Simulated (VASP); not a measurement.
# SiGe2 (Cmcm) in VASP: single point with PBEsol

Aim: the single point of SiGe2 with PBEsol.

Program: VASP 6.6.1. These are calculated values, not measurements. Logs are shortened: lines on timing, memory, paths and dates and some standing lists are left out, and cuts for length are marked.

**1. The cell of the first run**

The structure is orthorhombic, space group Cmcm (No. 63). Conventional cell: a = 3.731 Å, b = 14.743 Å, c = 3.702 Å, α = 90.00°, β = 90.00°, γ = 90.00°. Within 3.5 Å of Ge (site symmetry m2m) lie 8 Ge at 2.63 to 3.38 Å and 4 Si at 2.82 to 2.83 Å. Ge (site symmetry m2m) has 6 Ge at 2.54 to 3.38 Å and 6 Si at 2.72 to 3.07 Å within 3.4 Å. Within 3.6 Å of Si (site symmetry m2m) lie 10 Ge at 2.72 to 3.07 Å.

**2. Single point, PBEsol**

Input file INCAR:

```
SYSTEM = SiGe2
PREC = Accurate
ENCUT = 520
EDIFF = 1E-6
ISMEAR = -1
SIGMA = 0.1
LREAL = .FALSE.
LASPH = .TRUE.
NELM = 100
ALGO = Normal
ISIF = 2
LWAVE = .FALSE.
LCHARG = .TRUE.
GGA = PS
LELF = .TRUE.
LVHAR = .TRUE.
NBANDS = 41
```

Input file KPOINTS:

```
Automatic mesh
0
G
  8 8 8
  0 0 0
```

Input file POSCAR:

```
SiGe2
1.0
    3.7305960000      0.0000000000      0.0000000000
    1.8652980000     -7.3715030000      0.0000000000
    0.0000000000      0.0000000000     -3.7023410000
Ge Si
4 2
Direct
    0.7500000000      0.5000000000      0.7500000000
    0.2500000000      0.5000000000      0.2500000000
    0.4410000000      0.1180000000      0.7500000000
    0.5590000000      0.8820000000      0.2500000000
    0.1060000000      0.7880000000      0.7500000000
    0.8940000000      0.2120000000      0.2500000000
```

Potentials or basis: VASP PAW PBE potentials, release 64 (Ge_d, Si).

Started as:

```sh
cat potpaw_PBE.64/Ge_d/POTCAR potpaw_PBE.64/Si/POTCAR > POTCAR
mpirun -np 1 vasp_std > vasp.out
```

OUTCAR:

```text
SYSTEM = SiGe2
   PREC = Accurate
   ENCUT = 520
   EDIFF = 1E-6
   ISMEAR = -1
   LREAL = .FALSE.
   LASPH = .TRUE.
   NELM = 100
   ISIF = 2
   GGA = PS

 ion  position               nearest neighbor table
   1  0.750  0.500  0.750-   2 2.63   2 2.63   2 2.63   2 2.63   6 2.82   6 2.82   5 2.83   5 2.83

   2  0.250  0.500  0.250-   1 2.63   1 2.63   1 2.63   1 2.63   5 2.82   5 2.82   6 2.83   6 2.83

   3  0.441  0.118  0.750-   4 2.54   4 2.54   6 2.72   6 2.72   6 2.72   6 2.72
   4  0.559  0.882  0.250-   3 2.54   3 2.54   5 2.72   5 2.72   5 2.72   5 2.72
   5  0.106  0.788  0.750-   4 2.72   4 2.72   4 2.72   4 2.72   2 2.82   2 2.82   1 2.83   1 2.83

   6  0.894  0.212  0.250-   3 2.72   3 2.72   3 2.72   3 2.72   1 2.82   1 2.82   2 2.83   2 2.83

  LATTYP: Found a base centered orthorhombic cell.
 ALAT       =     3.7305960000
 B/A-ratio  =     3.9519170663
 C/A-ratio  =     0.9924261432

  Lattice vectors:

 A1 = (   1.8652980000,   7.3715030000,   0.0000000000)
 A2 = (   1.8652980000,  -7.3715030000,   0.0000000000)
 A3 = (   0.0000000000,   0.0000000000,  -3.7023410000)

Analysis of symmetry for initial positions (statically):
=====================================================================
 Subroutine PRICEL returns:
 Original cell was already a primitive cell.

 Routine SETGRP: Setting up the symmetry group for a
 base centered orthorhombic supercell.

 Subroutine GETGRP returns: Found  8 space group operations
 (whereof  4 operations were pure point group operations)
 out of a pool of  8 trial point group operations.

The static configuration has the point symmetry C_2h.
 The point group associated with its full space group is D_2h.

Analysis of symmetry for dynamics (positions and initial velocities):
=====================================================================
 Subroutine PRICEL returns:
 Original cell was already a primitive cell.

 Routine SETGRP: Setting up the symmetry group for a
 base centered orthorhombic supercell.

 Subroutine GETGRP returns: Found  8 space group operations
 (whereof  4 operations were pure point group operations)
 out of a pool of  8 trial point group operations.

The dynamic configuration has the point symmetry C_2h.
 The point group associated with its full space group is D_2h.

[... 98 lines left out ...]
   ISTART =      0    job   : 0-new  1-cont  2-samecut
   ICHARG =      2    charge: 1-file 2-atom 10-const
   ISPIN  =      1    spin polarized calculation?
   LNONCOLLINEAR =      F non collinear calculations
   LSORBIT =      F    spin-orbit coupling
   LASPH  =      T    aspherical Exc in radial PAW
   ENCUT  =  520.0 eV  38.22 Ry    6.18 a.u.   6.94 14.14  6.88*2*pi/ulx,y,z
   NELM   =    100;   NELMIN=  2; NELMDL= -5     # of ELM steps
   EDIFF  = 0.1E-05   stopping-criterion for ELM
   LREAL  =      F    real-space projection
   EDIFFG = 0.1E-04   stopping-criterion for IOM
   NSW    =      0    number of steps for IOM
   IBRION =     -1    ionic relax: 0-MD 1-quasi-New 2-CG
   NFREE  =      0    steps in history (QN), initial steepest desc. (CG)
   ISIF   =      2    stress and relaxation
   ISYM   =      2    0-nonsym 1-usesym 2-fastsym
   POTIM  = 0.5000    time-step for ionic-motion
   TEBEG  =    0.0;   TEEND  =   0.0 temperature during run
   PSTRESS=    0.0 pullay stress
   NELECT =      64.0000    total number of electrons
   NUPDOWN=      -1.0000    fix difference up-down
   EMIN   =  10.00;   EMAX   =-10.00  energy-range for DOS
   EFERMI =   0.00;   METHOD = LEGACY
   ISMEAR =    -1;   SIGMA  =   0.10  broadening in eV -4-tet -1-fermi 0-gaus
   EFERMI_NEDOS =   21; number of points for ismear=-14 and -15
   IALGO  =     38    algorithm
   IMIX   =      4    mixing-type and parameters
     AMIX     =   0.40;   BMIX     =  1.00
     AMIX_MAG =   1.60;   BMIX_MAG =  1.00
  volume/ion in A,a.u.               =      16.97       114.51
  Fermi-wavevector in a.u.,A,eV,Ry     =   1.402376  2.650107 26.758028  1.966660
  Thomas-Fermi vector in A             =   2.525144
   LORBIT       =      0    0 simple, 1 ext, 2 COOP (PROOUT), +10 PAW based schemes
   GGA     = PS    functional components
   LHFCALC =     F    Hartree Fock is set to
   AEXX    =    0.0000 exact exchange contribution
   IVDW    =     0    specifies the selected vdW correction
   LEPSILON=     F    determine dielectric tensor
   LRPA    =     F    only Hartree local field effects (RPA)
 non-spin polarized calculation
  energy-cutoff  :      520.00
  volume of cell :      101.81
 maximum number of plane-waves:      2764
   NGX = 13   NGY = 29   NGZ = 13

 number of electron      64.0000032 magnetization

 Free energy of the ion-electron system (eV)
  ---------------------------------------------------
  ext. energy  EPLUGINS =         0.00000000
  ---------------------------------------------------
  free energy    TOTEN  =       -28.82372144 eV

  energy without entropy =      -28.73176170  energy(sigma->0) =      -28.77774157

 E-fermi :   7.8984     XC(G=0): -11.4830

 val. band max:        7.8973153077   @ k =   0.2500   0.1250   0.5000
 cond. band min:       7.9188261861   @ k =   0.2500   0.0000   0.0000
 fundamental gap:      0.0215108784
 Fermi energy:         7.8984235238

 k-point     1 :       0.0000    0.0000    0.0000
  band No.  band energies     occupation
      1     -17.0105      2.00000
      2     -16.9071      2.00000
      3     -16.8874      2.00000
      4     -16.8608      2.00000
      5     -16.8410      2.00000
      6     -16.8390      2.00000
[... 1045 lines left out ...]
     40      12.9228      0.00000
     41      13.4128      0.00000

 [... further k-points ...]
[... 5 lines left out ...]
  --------------------------------------------------------------------------------------
  -------------------------------------------------------------------------------------
  Total        1.4624691      3.0230655      3.0893839      0.0000000     -0.0000000      0.0000000
  in kB       23.0137087     47.5715670     48.6151667      0.0000000     -0.0000000      0.0000000
  external PRESSURE =      39.7334808 kB  Pullay stress =       0.0000000 kB

 VOLUME and BASIS-vectors are now :
 -----------------------------------------------------------------------------
  energy-cutoff  :      520.00
  volume of cell :      101.81
      direct lattice vectors                 reciprocal lattice vectors
     3.730596000  0.000000000  0.000000000     0.268053684  0.067828773  0.000000000
     1.865298000 -7.371503000  0.000000000     0.000000000 -0.135657545  0.000000000
     0.000000000  0.000000000 -3.702341000     0.000000000  0.000000000 -0.270099378

 POSITION                                       TOTAL-FORCE (eV/Angst)
 -----------------------------------------------------------------------------------
      3.73060     -3.68575     -2.77676         0.000000     -0.139105      0.000000
      1.86530     -3.68575     -0.92559         0.000000      0.139105      0.000000
      1.86530     -0.86984     -2.77676         0.000000     -0.868478      0.000000
      3.73060     -6.50167     -0.92559        -0.000000      0.868478     -0.000000
      1.86530     -5.80874     -2.77676        -0.000000      0.096901      0.000000
      3.73060     -1.56276     -0.92559         0.000000     -0.096901     -0.000000
 -----------------------------------------------------------------------------------
    total drift:                                0.000000     -0.000000      0.000000

  FREE ENERGIE OF THE ION-ELECTRON SYSTEM (eV)
  ---------------------------------------------------
  free  energy   TOTEN  =       -28.8237214376 eV

  energy  without entropy=      -28.7317616978  energy(sigma->0) =      -28.77774157
```

OSZICAR:

```text
N       E                     dE             d eps       ncg     rms          rms(c)
DAV:   1     0.606801598555E+03    0.60680E+03   -0.29555E+04 10455   0.407E+03
DAV:   2     0.830004028965E+02   -0.52380E+03   -0.50138E+03  8610   0.896E+02
DAV:   3    -0.224790150661E+02   -0.10548E+03   -0.10192E+03  9643   0.214E+02
DAV:   4    -0.288276441033E+02   -0.63486E+01   -0.62407E+01 10295   0.594E+01
DAV:   5    -0.289897776570E+02   -0.16213E+00   -0.16172E+00 10018   0.103E+01    0.459E+00
DAV:   6    -0.288751523538E+02    0.11463E+00   -0.13644E-01 11935   0.405E+00    0.245E+00
DAV:   7    -0.288246992313E+02    0.50453E-01   -0.76386E-02 11439   0.275E+00    0.234E-01
DAV:   8    -0.288237147543E+02    0.98448E-03   -0.12837E-02 10232   0.162E+00    0.107E-01
DAV:   9    -0.288237196458E+02   -0.48915E-05   -0.14105E-03 10399   0.525E-01    0.642E-02
DAV:  10    -0.288237231426E+02   -0.34967E-05   -0.20189E-04 11292   0.171E-01    0.259E-02
DAV:  11    -0.288237207545E+02    0.23881E-05   -0.23179E-05 11543   0.654E-02    0.881E-03
DAV:  12    -0.288237214376E+02   -0.68311E-06   -0.37523E-06  8810   0.192E-02
   1 F= -.28823721E+02 E0= -.28777742E+02  d E =-.919597E-01
```

stdout:

```text
POSCAR found type information on POSCAR GeSi
 POSCAR found :  2 types and       6 ions
 scaLAPACK will be used
 -----------------------------------------------------------------------------
|                                                                             |
|                                                                             |
|     You enforced a specific xc type in the INCAR file but a different       |
|     I HOPE YOU KNOW WHAT YOU ARE DOING!                                     |
|                                                                             |
 -----------------------------------------------------------------------------

 LDA part: xc-table for (Slater+PW92), standard interpolation
 POSCAR, INCAR and KPOINTS ok, starting setup
 FFT: planning ... GRIDC
 FFT: planning ... GRID_SOFT
 FFT: planning ... GRID
 WAVECAR not read
 entering main loop
```

Wall time 3 min (1 thread of AMD EPYC 9R45 (Zen 5), shared host); peak memory 0.4 GiB.

Results:

```
Free energy            : -28.8237 eV
Pressure               : 4.0 GPa
Largest force          : 0.868 eV/Å
Band gap on the k mesh : zero (band 32 reaches 9.73 eV, above the bottom of band 33 at 5.88 eV)
```

Forces in eV/Å, atoms in the order of the input:
```
Ge   0.000 -0.139  0.000
Ge   0.000  0.139  0.000
Ge   0.000 -0.868  0.000
Ge   0.000  0.868  0.000
Si   0.000  0.097  0.000
Si   0.000 -0.097  0.000
```

Caveat: the PAW data sets were made with another functional, which shifts forces and pressure a little.
